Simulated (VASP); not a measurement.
Here is a VASP 6.6.1 calculation.

The input INCAR:

```
PREC = Accurate
ENCUT = 520
EDIFF = 1E-6
ISMEAR = -1
SIGMA = 0.08
LREAL = F
LASPH = T
NELM = 60
ALGO = Normal
ISIF = 2
LWAVE = F
LCHARG = F
GGA = PE
NBANDS = 11
```

Contents of KPOINTS:

```
Automatic mesh
0
Gamma
  19 19 19
```

Contents of POSCAR:

```
C
1.0
    0.0000000000      1.6323490971      1.6323490971
    1.6323490971      0.0000000000      1.6323490971
    1.6323490971      1.6323490971      0.0000000000
C
2
Direct
   -0.1250000000     -0.1250000000     -0.1250000000
    0.1250000000      0.1250000000      0.1250000000
```

Potentials or basis: VASP PAW PBE potentials, release 64 (C).

Run with:

```console
$ cat potpaw_PBE.64/C/POTCAR > POTCAR
$ mpirun -np 1 vasp_std > vasp.out
```

(1) Predict the band gap on the k mesh.

(2) What does it give for the pressure?

Answers

(1) 4.76 eV, indirect (least direct gap 6.33 eV).

(2) 191.7 GPa.
